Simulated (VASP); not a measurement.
# Mo (P6_3/mmc) in VASP: notebook, part 2 of 2

VASP 6.6.1.

## (3) Relaxation of shape and atoms at fixed volume, PBE

This run uses another cell than the first one, of 10.96 Å³/atom.

The input, INCAR:

```
SYSTEM = Mo
ALGO     = Normal         ! electronic algorithm
EDIFF    = 1E-7           ! SCF threshold, eV
EDIFFG   = -0.005         ! ionic threshold
ENCUT    = 600            ! plane-wave cutoff, eV
GGA      = PE             ! functional
IBRION   = 2              ! ionic algorithm
ISIF     = 4              ! what is computed and relaxed
ISMEAR   = -1             ! smearing method
LASPH    = .TRUE.         ! aspherical terms in the spheres
LCHARG   = .FALSE.        ! write CHGCAR
LREAL    = .FALSE.        ! projectors in reciprocal space
LWAVE    = .FALSE.        ! write WAVECAR
NELM     = 60             ! most SCF steps
NSW      = 50             ! ionic steps
PREC     = Accurate       ! precision mode
SIGMA    = 0.08           ! smearing width, eV
```

The input, KPOINTS:

```
k-points
0
G
  15 15 8
  0 0 0
```

The input, POSCAR:

```
Mo
1.0
    2.4253472972      0.0000000000      0.0000000000
   -1.2126736486      2.1004123724      0.0000000000
    0.0000000000      0.0000000000      4.3017506160
Mo
2
Direct
    0.3333333333      0.6666666667      0.2500000000
    0.6666666667      0.3333333333      0.7500000000
```

Potentials or basis: VASP PAW PBE potentials, release 64 (Mo_sv).

Launch:

```console
$ cat potpaw_PBE.64/Mo_sv/POTCAR > POTCAR
$ mpirun -np 1 vasp_std > vasp.out
```

It took 4.1 min on 1 thread of Intel Xeon 8259CL, shared host; peak memory 0.18 GiB.

It converged, with:

```
Free energy               : -16.5351 eV
Energy gained by relaxing : 90.1 meV/atom
Ionic steps               : 5
Pressure after relaxing   : 191.0 GPa
Band gap on the k mesh    : zero (bands 14 and 15 overlap by 3.68 eV)
```

Step by step:
```csv
step,energy change (eV),largest force (eV/Å),pressure (GPa),volume (Å³)
1,0.0000,0.0000,196.67,21.91
2,-0.1796,0.0000,191.10,21.91
3,-0.1802,0.0000,190.96,21.91
4,-0.1802,0.0000,191.00,21.91
5,-0.1802,0.0000,190.98,21.91
```

Final structure:
```yaml
crystal:
  lattice:
    - [2.52218, 0.00000, 0.00000]
    - [-1.26109, 2.18427, 0.00000]
    - [0.00000, 0.00000, 3.97778]
  atoms:
    - { symbol: Mo, position: [0.33333, 0.66667, 0.25000] }
    - { symbol: Mo, position: [0.66667, 0.33333, 0.75000] }
```

Levels at points of the mesh, in eV from the Fermi level:
```
           k point  band 11  band 12  band 13  band 14  band 15  band 16  band 17  band 18
(0.00, 0.00, 0.00)    -1.80    -1.80    -1.29    -0.43    -0.43     0.51     0.51     4.29
(0.00, 0.00, 0.50)    -2.02    -2.02    -2.02    -2.02    -1.02    -1.02     4.24     4.24
```

## (4) Relaxation of shape and atoms at fixed volume, PBE

This run uses another cell than the first one, of 10.96 Å³/atom.

The input, INCAR:

```
PREC = Accurate ; ENCUT = 600
EDIFF = 1E-6 ; ISMEAR = -1
SIGMA = 0.08 ; LREAL = F
LASPH = T ; NELM = 100
ALGO = Normal ; ISIF = 4
LWAVE = F ; LCHARG = F
GGA = PE ; IBRION = 2
NSW = 50 ; EDIFFG = -0.005
```

The input, KPOINTS:

```
regular mesh
0
Gamma
  15 15 8
```

POSCAR is that of step 3.

Launch:

```console
$ cat potpaw_PBE.64/Mo_sv/POTCAR > POTCAR
$ mpirun -np 1 vasp_std > vasp.out
```

Run time: 4.4 min. Hardware: 1 thread of Intel Xeon 8259CL, shared host; peak memory 0.18 GiB.

The run converged. Its results:

| Property | Result |
| --- | --- |
| Free energy | -16.5351 eV |
| Energy gained by relaxing | 90.1 meV/atom |
| Ionic steps | 8 |
| Pressure after relaxing | 191.0 GPa |
| Band gap on the k mesh | zero (bands 14 and 15 overlap by 3.68 eV) |

The path:
```
step  energy change (eV)  largest force (eV/Å)  pressure (GPa)  volume (Å³)
   1              0.0000                0.0000          196.59        21.91
   2             -0.1796                0.0000          191.11        21.91
   3             -0.1802                0.0000          190.96        21.91
   4             -0.1802                0.0000          191.01        21.91
   5             -0.1802                0.0000          190.97        21.91
   6             -0.1802                0.0000          190.96        21.91
   7             -0.1802                0.0000          190.97        21.91
   8             -0.1802                0.0000          190.97        21.91
```

Final structure:
```
Mo
1.0
     2.52211    0.00000    0.00000
    -1.26106    2.18421    0.00000
     0.00000    0.00000    3.97800
Mo
2
Direct
  0.33333 0.66667 0.25000
  0.66667 0.33333 0.75000
```

Levels at points of the mesh, in eV from the Fermi level:
| k point | band 11 | band 12 | band 13 | band 14 | band 15 | band 16 | band 17 | band 18 |
| --- | --- | --- | --- | --- | --- | --- | --- | --- |
| (0.00, 0.00, 0.00) | -1.80 | -1.80 | -1.29 | -0.43 | -0.43 | 0.51 | 0.51 | 4.29 |
| (0.00, 0.00, 0.50) | -2.02 | -2.02 | -2.02 | -2.02 | -1.03 | -1.03 | 4.24 | 4.24 |

## (5) Single point, PBE+D3(BJ)

This run uses another cell than the first one, of 14.18 Å³/atom.

The input, INCAR:

```
SYSTEM = Mo
PREC     = Accurate       ! precision mode
ENCUT    = 520            ! plane-wave cutoff, eV
EDIFF    = 1E-6           ! SCF threshold, eV
ISMEAR   = -1             ! smearing method
SIGMA    = 0.08           ! smearing width, eV
LREAL    = .FALSE.        ! projectors in reciprocal space
LASPH    = .TRUE.         ! aspherical terms in the spheres
NELM     = 60             ! most SCF steps
ALGO     = Normal         ! electronic algorithm
ISIF     = 2              ! what is computed and relaxed
LWAVE    = .FALSE.        ! write WAVECAR
LCHARG   = .FALSE.        ! write CHGCAR
GGA      = PE             ! functional
IVDW     = 12             ! dispersion correction
NBANDS   = 21             ! bands
```

The input, KPOINTS:

```
Automatic mesh
0
G
  22 22 12
  0 0 0
```

The input, POSCAR:

```
Mo
1.0
    2.6619985405      0.0000000000      0.0000000000
   -1.3309992702      2.3053583609      0.0000000000
    0.0000000000      0.0000000000      4.6211624443
Mo
2
Direct
    0.3333333333      0.6666666667      0.2500000000
    0.6666666667      0.3333333333      0.7500000000
```

Launch:

```console
$ cat potpaw_PBE.64/Mo_sv/POTCAR > POTCAR
$ mpirun -np 1 vasp_std > vasp.out
```

Wall time 3.3 min (1 thread of Intel Xeon 8259CL, shared host); peak memory 0.29 GiB.

The run converged. Its results:

```
Free energy                : -22.1713 eV
Pressure                   : 30.1 GPa
Band gap on the k mesh     : zero (bands 14 and 15 overlap by 2.43 eV)
Dispersion energy per atom : -0.791 eV
```

Stress tensor (GPa, compression positive):
```
30.34  0.00  0.00
 0.00 30.34  0.00
 0.00  0.00 29.67
```

Levels at points of the mesh, in eV from the Fermi level:
| k point | band 10 | band 11 | band 12 | band 13 | band 14 | band 15 | band 16 | band 17 | band 18 | band 19 |
| --- | --- | --- | --- | --- | --- | --- | --- | --- | --- | --- |
| (0.00, 0.00, 0.00) | -5.29 | -1.81 | -0.86 | -0.86 | -0.20 | -0.20 | 1.28 | 1.46 | 1.46 | 3.94 |
| (0.50, 0.00, 0.00) | -4.89 | -4.57 | -1.18 | -0.75 | -0.20 | -0.08 | 4.50 | 5.11 | 5.46 | 6.97 |
| (0.00, 0.00, 0.50) | -5.32 | -1.95 | -1.95 | -0.85 | -0.85 | -0.85 | -0.85 | 3.17 | 3.17 | 3.17 |
| (0.50, 0.00, 0.50) | -5.42 | -3.83 | -3.83 | 1.30 | 1.30 | 2.21 | 2.21 | 5.30 | 5.30 | 5.59 |

Caveat: three body term missing; the cell stands under pressure.

## (6) Relaxation of shape and atoms at fixed volume, PBE

This run uses another cell than the first one, of 14.18 Å³/atom.

The input, INCAR:

```
SYSTEM = Mo
PREC = Accurate
ENCUT = 600
EDIFF = 1E-6
ISMEAR = -1
SIGMA = 0.08
LREAL = .False.
LASPH = .True.
NELM = 80
ALGO = Normal
ISIF = 4
LWAVE = .False.
LCHARG = .False.
GGA = PE
IBRION = 2
NSW = 50
EDIFFG = -0.005
```

The input, KPOINTS:

```
regular mesh
0
Gamma
  15 15 8
  0 0 0
```

The input, POSCAR:

```
Mo
1.0
    2.6430082734      0.0000000000      0.0000000000
   -1.3215041367      2.2889123072      0.0000000000
    0.0000000000      0.0000000000      4.6878080023
Mo
2
Direct
    0.3333333333      0.6666666667      0.2500000000
    0.6666666667      0.3333333333      0.7500000000
```

Potentials or basis: VASP PAW PBE potentials, release 64 (Mo_sv).

Launch:

```console
$ cat potpaw_PBE.64/Mo_sv/POTCAR > POTCAR
$ mpirun -np 1 vasp_std > vasp.out
```

Run time: 3 min. Hardware: 1 thread of Intel Xeon 8259CL, shared host; peak memory 0.21 GiB.

It converged, with:

| Property | Result |
| --- | --- |
| Free energy | -20.5905 eV |
| Energy gained by relaxing | 4.4 meV/atom |
| Ionic steps | 3 |
| Pressure after relaxing | 39.5 GPa |
| Band gap on the k mesh | zero (bands 14 and 15 overlap by 2.26 eV) |

Step by step:
```
step  energy change (eV)  largest force (eV/Å)  pressure (GPa)  volume (Å³)
   1              0.0000                0.0000           40.27        28.36
   2             -0.0079                0.0000           39.19        28.36
   3             -0.0088                0.0000           39.46        28.36
```

Final structure:
```
Mo
1.0
     2.66300    0.00000    0.00000
    -1.33150    2.30622    0.00000
     0.00000    0.00000    4.61770
Mo
2
Direct
  0.33333 0.66667 0.25000
  0.66667 0.33333 0.75000
```

Levels at points of the mesh, in eV from the Fermi level:
```
           k point  band 10  band 11  band 12  band 13  band 14  band 15  band 16  band 17  band 18
(0.00, 0.00, 0.00)    -5.27    -1.78    -0.85    -0.85    -0.19    -0.19     1.31     1.46     1.46
(0.00, 0.00, 0.50)    -5.30    -1.93    -1.93    -0.84    -0.84    -0.84    -0.84     3.18     3.18
```

## (7) The runs side by side

| task | level | cell | k mesh | cutoff (eV) | gap on the mesh (eV) | pressure (GPa) |
| --- | --- | --- | --- | --- | --- | --- |
| single point | PBE | a = 2.758, b = 2.758, c = 4.892 Å, angles 90.0, 90.0, 120.0°, 2 atoms | 15 × 15 × 8 | 520 | none | 0.5 |
| relaxation of shape and atoms at fixed volume | PBE | relaxed from a = 2.425, b = 2.425, c = 4.302 Å, angles 90.0, 90.0, 120.0°, 2 atoms | 15 × 15 × 8 | 600 | none | 191.0 |
| single point | PBE+D3(BJ) | a = 2.662, b = 2.662, c = 4.621 Å, angles 90.0, 90.0, 120.0°, 2 atoms | 22 × 22 × 12 | 520 | none | 30.1 |
| relaxation of shape and atoms at fixed volume | PBE | relaxed from a = 2.643, b = 2.643, c = 4.688 Å, angles 90.0, 90.0, 120.0°, 2 atoms | 15 × 15 × 8 | 600 | none | 39.5 |

Alike in all rows: potentials or basis VASP PAW PBE potentials, release 64 (Mo_sv); no spin polarisation; smearing fermi-dirac 0.08 eV.

Caveats: three body term missing (at least some runs); the cell stands under pressure (at least some runs).

Absolute energies hang on the potentials; compare differences alone.
